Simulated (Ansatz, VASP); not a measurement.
## Two plane-wave programs on BeTe

```
Be Te
1.0
     0.00000    2.82862    2.82862
     2.82862    0.00000    2.82862
     2.82862    2.82862    0.00000
Be Te
1 1
Cartesian
  0.0000 0.0000 0.0000
  1.4143 1.4143 1.4143
```

Alike in both runs: task single point; functional HSE06; k mesh 6 × 6 × 6; no spin polarisation.

|  | VASP | Ansatz |
| --- | --- | --- |
| version | VASP 6.6.1 | Ansatz 0.2.0 |
| potentials or method | VASP PAW PBE potentials, release 64 (Be, Te) | plane waves, PAW |
| plane-wave cutoff (eV) | 520 | 420 |
| occupations | gaussian, width 0.01 eV | fixed |
| valence electrons in the cell | 8 | 18 |

```csv
,VASP,Ansatz,Ansatz less VASP
gap on the k mesh at the Fermi level (eV),2.67,2.69,+0.022
pressure (GPa),-0.9,-0.8,+0.11
```

VASP's potentials hold 8 valence electrons a cell and Ansatz's 18, so a difference there can come from the potentials and not from the codes. Ansatz's warnings: stress exchange threshold loose, stress scf threshold loose.

Spin-orbit coupling is off throughout.
